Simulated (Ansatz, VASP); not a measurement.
## One calculation of BeSe, two programs

File INCAR:

```
SYSTEM = BeSe
PREC = Accurate ; ENCUT = 600
EDIFF = 1E-6 ; ISMEAR = 0
SIGMA = 0.1 ; LREAL = .False.
LASPH = .True. ; NELM = 120
ALGO = Normal ; ISIF = 2
LWAVE = .False. ; LCHARG = .False.
GGA = PE ; IVDW = 13
NBANDS = 11 ; GGA_COMPAT = .False.
```

KPOINTS

```
Automatic mesh
0
Gamma
  6 6 6
  0 0 0
```

Contents of POSCAR:

```
BeSe
1.0
    0.0000000000      2.5700000000      2.5700000000
    2.5700000000      0.0000000000      2.5700000000
    2.5700000000      2.5700000000      0.0000000000
Be Se
1 1
Direct
    0.0000000000      0.0000000000      0.0000000000
    0.2500000000      0.2500000000      0.2500000000
```

Input for Ansatz:

```yaml
crystal:
  lattice:
    - [0.0, 2.57, 2.57]
    - [2.57, 0.0, 2.57]
    - [2.57, 2.57, 0.0]
  atoms:
    - { symbol: Be, position: [0.0, 0.0, 0.0] }
    - { symbol: Se, position: [0.25, 0.25, 0.25] }
basis:
  ecutwfc: 550.0
kpoints:
  mp_grid: { grid: [6, 6, 6] }
hamiltonian:
  xc: pbe
  dispersion: d4
scf:
  occupations: { method: gaussian, width: 0.1 }
output:
  forces: true
  stress: true
  eigenvalues: true
```

Alike in both runs: task single point; functional PBE; dispersion D4; k mesh 6 × 6 × 6; occupations gaussian, width 0.1 eV; no spin polarisation.

```csv
,VASP,Ansatz
version,VASP 6.6.1,Ansatz 0.2.0
potentials or method,"VASP PAW PBE potentials, release 64 (Be, Se), cutoff 600 eV","scalar-relativistic, plane waves, PAW"
valence electrons in the cell,8,18
```

|  | VASP | Ansatz | Ansatz less VASP |
| --- | --- | --- | --- |
| gap on the k mesh at the Fermi level (eV) | 2.62 | 2.63 | +0.012 |
| least direct gap on the mesh (eV) | 4.38 | 4.38 | 0.000 |
| pressure (GPa) | -0.5 | -0.7 | -0.20 |

VASP's potentials hold 8 valence electrons a cell and Ansatz's 18, so a difference there can come from the potentials and not from the codes.
